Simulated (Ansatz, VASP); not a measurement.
## Ca in VASP and in Ansatz

```
Ca
1.0
     0.00000    3.13654    2.21753
     3.13654    0.00000    2.21753
     3.13654    3.13654    0.00000
Ca
1
Direct
  0.00000 0.00000 0.00000
```

Alike in both runs: task single point; functional LDA; k mesh 16 × 16 × 16; occupations gaussian, width 0.15 eV; no spin polarisation.

|  | VASP | Ansatz |
| --- | --- | --- |
| version | VASP 6.6.1 | Ansatz 0.2.0 |
| potentials or method | VASP PAW LDA potentials, release 64 (Ca_sv), cutoff 520 eV | scalar-relativistic, plane waves, PAW |
| valence electrons in the cell | 10 | 10 |

|  | VASP | Ansatz | Ansatz less VASP |
| --- | --- | --- | --- |
| gap on the k mesh at the Fermi level (eV) | none | none | - |
| pressure (GPa) | -2.2 | -2.2 | +0.01 |

LDA's correlation is that of Perdew and Zunger in VASP and of Perdew and Wang (1992) in Ansatz. A gap of «none» marks a metal or a gap that the smearing closes.
